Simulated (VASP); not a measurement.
Here is a VASP 6.6.1 calculation.

INCAR

```
SYSTEM = Ge
  PREC = Accurate
  ENCUT = 600
  EDIFF = 1E-7
  ISMEAR = -1
  SIGMA = 0.1
  LREAL = .FALSE.
  LASPH = .TRUE.
  NELM = 80
  ALGO = Normal
  ISIF = 3
  LWAVE = .FALSE.
  LCHARG = .FALSE.
  GGA = PE
  IBRION = 2
  NSW = 32
  EDIFFG = -0.005
  PSTRESS = 3900.0
```

Contents of KPOINTS:

```
regular mesh
0
G
  19 19 11
  0 0 0
```

The input POSCAR:

```
Ge
1.0
    2.2537837098      0.0000000000      0.0000000000
   -1.1268918549      1.9518339474      0.0000000000
    0.0000000000      0.0000000000      3.6966232583
Ge
2
Direct
    0.3333333333      0.6666666667      0.2500000000
    0.6666666667      0.3333333333      0.7500000000
```

Potentials or basis: VASP PAW PBE potentials, release 64 (Ge_d).

Launch:

```bash
$ cat potpaw_PBE.64/Ge_d/POTCAR > POTCAR
$ mpirun -np 1 vasp_std > vasp.out
```

Estimate the space group after relaxing (to 0.1 Å).

P6_3/mmc (No. 194).

Estimate the band gap on the k mesh.

zero (bands 14 and 15 overlap by 19.39 eV).

Stress tensor (GPa, compression positive):
```
390.09   0.00   0.00
  0.00 390.09   0.00
  0.00   0.00 390.00
```

Caveat: the cell is relaxed towards a set pressure, so the run minimises the enthalpy, not the energy.
